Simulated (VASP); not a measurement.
Runs of VASP 6.6.1 on Ru. The structure is that of space group P6_3/mmc (No. 194), or close to it. The cells are those of the table. 

```csv
task,cell,k mesh,cutoff (eV),smearing,gap on the mesh (eV),pressure (GPa),relaxed volume (Å³/atom)
relaxation of cell and atoms,"relaxed from a = 2.708, b = 2.708, c = 4.268 Å, angles 90.0, 90.0, 120.0°, 2 atoms",15 × 15 × 8,600,gaussian 0.1 eV,none,0.0,13.32
single point,"a = 2.692, b = 2.692, c = 4.252 Å, angles 90.0, 90.0, 120.0°, 2 atoms",15 × 15 × 8,520,fermi-dirac 0.15 eV,none,-0.1,-
single point,"a = 2.690, b = 2.690, c = 4.251 Å, angles 90.0, 90.0, 120.0°, 2 atoms",15 × 15 × 8,520,gaussian 0.1 eV,none,-0.1,-
relaxation of cell and atoms,"relaxed from a = 2.690, b = 2.690, c = 4.251 Å, angles 90.0, 90.0, 120.0°, 2 atoms",15 × 15 × 8,600,fermi-dirac 0.15 eV,none,0.0,13.33
single point,"a = 2.708, b = 2.708, c = 4.268 Å, angles 90.0, 90.0, 120.0°, 2 atoms",9 × 9 × 4,520,gaussian 0.1 eV,none,(a),-
```

Alike in all rows: level PBEsol; potentials or basis VASP PAW PBE potentials, release 64 (Ru_pv); no spin polarisation.

Task: Estimate the missing entries.

Result: (a) -5.6.

Caveats: some runs use coarse meshes; the PAW data sets were made with another functional, which shifts forces and pressure a little.

A k mesh can miss the band edges, and the runs leave out spin-orbit coupling on Ru.

A gap of «none» marks levels without a gap at the run's occupations.
